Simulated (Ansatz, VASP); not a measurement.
Two plane-wave programs on Te2Mo

```
Mo Te
1.0
     0.00000    3.31483    3.31483
     3.31483    0.00000    3.31483
     3.31483    3.31483    0.00000
Mo Te
1 2
Cartesian
  0.0000 0.0000 0.0000
  1.6574 1.6574 1.6574
  4.9722 4.9722 4.9722
```

Alike in both runs: task single point; functional PBEsol; k mesh 2 × 2 × 2; occupations fermi-dirac, width 0.02 eV; no spin polarisation.

|  | VASP | Ansatz |
| --- | --- | --- |
| version | VASP 6.6.1 | Ansatz 0.2.0 |
| potentials or method | VASP PAW PBE potentials, release 64 (Mo_sv, Te) | plane waves |
| plane-wave cutoff (eV) | 500 | 420 |
| valence electrons in the cell | 26 | 46 |

```csv
,VASP,Ansatz,Ansatz less VASP
pressure (GPa),-9.8,-9.8,-0.05
```

VASP's potentials were made for PBE, not for PBEsol. The functional is the same, so the differences come from potentials, cutoffs and numerics. VASP's potentials hold 26 valence electrons a cell and Ansatz's 46, so a difference there can come from the potentials and not from the codes.

The k mesh is coarse, so the values compare programs but aren't converged. Spin-orbit coupling is off throughout.
